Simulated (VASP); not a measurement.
Write the native input for VASP 6.6.1 that does the following.

```yaml
Task: single point
Functional: PBEsol
Potentials_or_basis: VASP PAW PBE potentials, release 64 (S)
Cutoff: 520 eV
k_mesh: 6 × 6 × 4
Occupations: gaussian, width 0.1 eV
Spin: no spin polarisation
Dipole_correction: no
Further_INCAR_settings: ALGO = Normal; EDIFF = 1e-06; NBANDS = 16
```

The structure of S lies in POSCAR:

```
S
1.0
    3.7034350855      0.0000000000      0.0000000000
   -1.8517175428      3.2072688653      0.0000000000
    0.0000000000      0.0000000000      4.6897718071
S
3
Direct
    0.2486416236      0.0000000000      0.3333333333
    0.0000000000      0.2486416236      0.6666666667
    0.7513583764      0.7513583764      0.0000000000
```

One way to write it, as run:

INCAR

```
SYSTEM = S
PREC     = Accurate       ! precision mode
ENCUT    = 520            ! plane-wave cutoff, eV
EDIFF    = 1E-6           ! SCF threshold, eV
ISMEAR   = 0              ! smearing method
SIGMA    = 0.1            ! smearing width, eV
LREAL    = .FALSE.        ! projectors in reciprocal space
LASPH    = .TRUE.         ! aspherical terms in the spheres
NELM     = 60             ! most SCF steps
ALGO     = Normal         ! electronic algorithm
ISIF     = 2              ! what is computed and relaxed
LWAVE    = .FALSE.        ! write WAVECAR
LCHARG   = .FALSE.        ! write CHGCAR
GGA      = PS             ! functional
NBANDS   = 16             ! bands
```

KPOINTS

```
Automatic mesh
0
G
  6 6 4
  0 0 0
```

Potentials or basis: VASP PAW PBE potentials, release 64 (S).

The run is started by

```sh
$ cat potpaw_PBE.64/S/POTCAR > POTCAR
$ mpirun -np 1 vasp_std > vasp.out
```

It gave:

```
Pressure               : -3.2 GPa
Largest force          : 1.203 eV/Å
Band gap on the k mesh : 0.77 eV, indirect (least direct gap 0.79 eV)
```

Caveat: the PAW data sets were made with another functional, which shifts forces and pressure a little.

Wall time 8.9 s on 1 thread of Intel(R) Xeon(R) 6975P-C (Granite Rapids) (shared host), peak memory 0.16 GiB.
